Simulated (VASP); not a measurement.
The system is Co.

```
Co
1.0
     2.51902    0.00000    0.00000
    -1.25951    2.18153    0.00000
     0.00000    0.00000    8.24687
Co
4
Direct
  0.66667 0.33333 0.75000
  0.00000 0.00000 0.50000
  0.33333 0.66667 0.25000
  0.00000 0.00000 0.00000
```

Base run:

```yaml
Program: VASP 6.6.1
Functional: r2SCAN
Dispersion: D3(BJ)
Potentials_or_basis: VASP PAW PBE potentials, release 64 (Co)
Cutoff: 520 eV
k_mesh: 12 × 12 × 4
Occupations: fermi-dirac, width 0.05 eV
Spin: collinear spin, ferromagnetic start
Starting_moments: "[2.0, 2.0, 2.0, 2.0] μB"
```

Its results: pressure -14.5 GPa; net moment 7.10 μB per cell; site moments Co +1.87, +1.83 (each value once) μB.

Problem. The run is repeated on the same cell with these changes: dispersion from D3(BJ) to none; further incar settings from ALGO = Normal; EDIFF = 1e-07; NBANDS = 30 to ALGO = Normal; EDIFF = 1e-06; NBANDS = 30. What comes out?

Solution. Pressure -11.8 GPa; net moment 7.10 μB per cell; site moments Co +1.87, +1.83 (each value once) μB.

Caveats: the cell stands under tension; the PAW data sets were made with another functional, which shifts forces and pressure a little.
